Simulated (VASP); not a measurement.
A run of VASP 6.6.1 is set up as follows.

The input INCAR:

```
SYSTEM = AlN
ALGO = Normal ; EDIFF = 1E-7
ENCUT = 520 ; ISIF = 2
ISMEAR = 0 ; LASPH = .TRUE.
LCHARG = .FALSE. ; LREAL = .FALSE.
LWAVE = .FALSE. ; NBANDS = 11
NELM = 60 ; PREC = Accurate
SIGMA = 0.01
```

File KPOINTS:

```
k-points
0
G
  10 10 10
  0 0 0
```

Contents of POSCAR:

```
AlN
1.0
    0.0000000000      2.0491148942      2.0491148942
    2.0491148942      0.0000000000      2.0491148942
    2.0491148942      2.0491148942      0.0000000000
Al N
1 1
Direct
    0.0000000000      0.0000000000      0.0000000000
    0.5000000000      0.5000000000      0.5000000000
```

Potentials or basis: VASP PAW LDA potentials, release 64 (Al, N).

Command:

```console
$ cat potpaw_LDA.64/Al/POTCAR potpaw_LDA.64/N/POTCAR > POTCAR
$ mpirun -np 1 vasp_std > vasp.out
```

Problem. Predict the band gap on the k mesh.

Solution. 4.08 eV, indirect (least direct gap 5.20 eV).

Problem. Estimate the pressure.

Solution. -15.2 GPa.

 A k mesh can miss the band edges.
